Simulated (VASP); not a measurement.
## KGeO3: single point with LDA

KGeO3:

```
K Ge O
1.0
     3.76541    0.00000    0.00000
     0.00000    3.76541    0.00000
     0.00000    0.00000    3.76541
K Ge O
1 1 3
Direct
  0.00000 0.00000 0.00000
  0.50000 0.50000 0.50000
  0.50000 0.50000 0.00000
  0.00000 0.50000 0.50000
  0.50000 0.00000 0.50000
```

```
Program             : VASP 6.6.1
Task                : single point
Functional          : LDA
Potentials or basis : VASP PAW LDA potentials, release 64 (K_sv, Ge_d, O_h)
Cutoff              : 910 eV
k mesh              : 5 × 5 × 5
Occupations         : gaussian, width 0.05 eV
Spin                : no spin polarisation
```

```json
{
  "Pressure": "0.9 GPa"
}
```

Levels at points of the mesh, in eV from the Fermi level:
| k point | band 18 | band 19 | band 20 | band 21 | band 22 | band 23 | band 24 | band 25 |
| --- | --- | --- | --- | --- | --- | --- | --- | --- |
| (0.00, 0.00, 0.00) | -0.61 | -0.15 | -0.15 | -0.15 | 1.26 | 8.81 | 8.81 | 9.42 |

Wall time 35 s on 1 thread of Intel(R) Xeon(R) Platinum 8559C (Emerald Rapids), on a shared host, peak memory 0.21 GiB.

Caveat: the cutoff is under 1.25 times the usual one of these potentials, so pressure, stress and relaxed cells hold a basis-set (Pulay) error; an odd number of electrons without spin polarisation forces a metal; a magnetic or distorted state may lie lower.
